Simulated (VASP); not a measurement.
A run of VASP 6.6.1:

INCAR

```
SYSTEM = HfGe
ALGO = Normal
EDIFF = 1E-6
ENCUT = 520
ISIF = 2
ISMEAR = -1
LASPH = .True.
LCHARG = .True.
LELF = .True.
LREAL = .False.
LVHAR = .True.
LWAVE = .False.
NBANDS = 19
NELM = 60
PREC = Accurate
SIGMA = 0.05
```

The input KPOINTS:

```
k-points
0
Gamma
  11 11 11
  0 0 0
```

Contents of POSCAR:

```
HfGe
1.0
    0.0000000000      2.7655361508      2.7655361508
    2.7655361508      0.0000000000      2.7655361508
    2.7655361508      2.7655361508      0.0000000000
Hf Ge
1 1
Direct
    0.0000000000      0.0000000000      0.0000000000
    0.2500000000      0.2500000000      0.2500000000
```

Potentials or basis: VASP PAW LDA potentials, release 64 (Hf_pv, Ge_d).

Command:

```sh
$ cat potpaw_LDA.64/Hf_pv/POTCAR potpaw_LDA.64/Ge_d/POTCAR > POTCAR
$ mpirun -np 1 vasp_std > vasp.out
```

Hardware: 1 thread of Intel(R) Xeon(R) Platinum 8559C (Emerald Rapids), with other jobs on the host.

Problem. How long does it take, and how much memory?

Solution. Run time: 32 s on 1 thread of Intel(R) Xeon(R) Platinum 8559C (Emerald Rapids) (shared host), peak memory 0.17 GiB. Counts: scf iterations 12, k points 56.
